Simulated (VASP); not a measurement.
# BaMg2Sb2: single point with LDA

Crystal: BaMg2Sb2.

```xyz
5
Lattice="4.6452 0.0000 0.0000 -2.3226 4.0229 0.0000 0.0000 0.0000 7.8399" Properties=species:S:1:pos:R:3 pbc="T T T"
Ba    0.0000    0.0000    0.0000
Mg    0.0000    2.6819    4.9018
Mg    2.3226    1.3410    2.9381
Sb    0.0000    2.6819    2.0662
Sb    2.3226    1.3410    5.7737
```

```
Program             : VASP 6.6.1
Task                : single point
Functional          : LDA
Potentials or basis : VASP PAW LDA potentials, release 64 (Ba_sv, Mg, Sb)
Cutoff              : 520 eV
k mesh              : 6 × 6 × 2
Occupations         : gaussian, width 0.01 eV
Spin                : no spin polarisation
```

```
Pressure               : 2.3 GPa
Largest force          : 0.047 eV/Å
Band gap on the k mesh : 0.67 eV, indirect (least direct gap 1.44 eV)
```

Forces in eV/Å, atoms in the order of the input:
```
Ba   0.000  0.000  0.000
Mg   0.000  0.000  0.008
Mg   0.000  0.000 -0.008
Sb   0.000  0.000  0.047
Sb   0.000  0.000 -0.047
```

Levels at points of the mesh, in eV from the valence-band top:
```csv
k point,band 9,band 10,band 11,band 12,band 13,band 14,band 15,band 16
"(0.00, 0.00, 0.00)",-1.15,-0.01,-0.01,0.00,1.65,1.66,2.25,2.59
"(0.50, 0.00, 0.00)",-1.75,-1.61,-1.42,-1.22,0.67,2.80,3.19,3.99
"(0.00, 0.00, 0.50)",-0.83,-0.83,-0.57,-0.57,1.51,2.36,2.36,2.52
"(0.50, 0.00, 0.50)",-1.99,-1.84,-0.59,-0.58,0.86,1.67,2.80,3.11
```

Run time: 21 s on 1 thread of Intel(R) Xeon(R) 6975P-C (Granite Rapids), with other jobs on the host, peak memory 0.24 GiB.

Caveat: spin-orbit coupling is left out, which moves the levels of the heavy elements. A k mesh can miss the band edges.
